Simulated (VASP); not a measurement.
Here is a VASP 6.6.1 calculation.

Contents of INCAR:

```
SYSTEM = InSb
PREC = Accurate
ENCUT = 520
EDIFF = 1E-7
ISMEAR = -1
SIGMA = 0.02
LREAL = .False.
LASPH = .True.
NELM = 80
ALGO = Normal
ISIF = 2
LWAVE = .False.
LCHARG = .True.
GGA = PE
LELF = .True.
LVHAR = .True.
NBANDS = 16
```

Contents of KPOINTS:

```
Automatic mesh
0
Gamma
  6 6 6
  0 0 0
```

File POSCAR:

```
InSb
1.0
    0.0000000000      3.0422106260      3.0422106260
    3.0422106260      0.0000000000      3.0422106260
    3.0422106260      3.0422106260      0.0000000000
In Sb
1 1
Direct
    0.0000000000      0.0000000000      0.0000000000
    0.5000000000      0.5000000000      0.5000000000
```

Potentials or basis: VASP PAW PBE potentials, release 64 (In_d, Sb).

The run is started by

```bash
$ cat potpaw_PBE.64/In_d/POTCAR potpaw_PBE.64/Sb/POTCAR > POTCAR
$ mpirun -np 1 vasp_std > vasp.out
```

What does it give for the pressure?

1.6 GPa.

Estimate the band gap on the k mesh.

zero (band 9 reaches 7.57 eV, above the bottom of band 10 at 4.77 eV).

Caveat: spin-orbit coupling is left out, which moves the levels of the heavy elements.
